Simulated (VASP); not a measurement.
Runs of VASP 6.6.1 on CuGe. The structure is that of space group Fd-3m (No. 227), or close to it. The cells are those of the table. 

```csv
task,cell,k mesh,cutoff (eV),gap on the mesh (eV),pressure (GPa)
relaxation of cell and atoms,"relaxed from a = 4.444 Å, angles 60.0°, 4 atoms",12 × 12 × 12,600,none,0.1
single point,"a = 4.441 Å, angles 60.0°, 4 atoms",12 × 12 × 12,520,none,0.1
single point,"a = 4.527 Å, angles 60.0°, 4 atoms",6 × 6 × 6,520,none,-4.4
single point,"a = 4.444 Å, angles 60.0°, 4 atoms",6 × 6 × 6,520,none,(a)
relaxation of cell and atoms,"relaxed from a = 4.527 Å, angles 60.0°, 4 atoms",6 × 6 × 6,600,none,0.0
```

Alike in all rows: level PBE; potentials or basis VASP PAW PBE potentials, release 64 (Cu, Ge_d); no spin polarisation; smearing gaussian 0.1 eV.

Q: Estimate the missing entries.

A: (a) -0.1.

Caveats: the relaxation stopped at its first step, so nothing moved (some runs).

A k mesh can miss the band edges, and the runs leave out spin-orbit coupling on Ge.

A gap of «none» marks levels without a gap at the run's occupations.
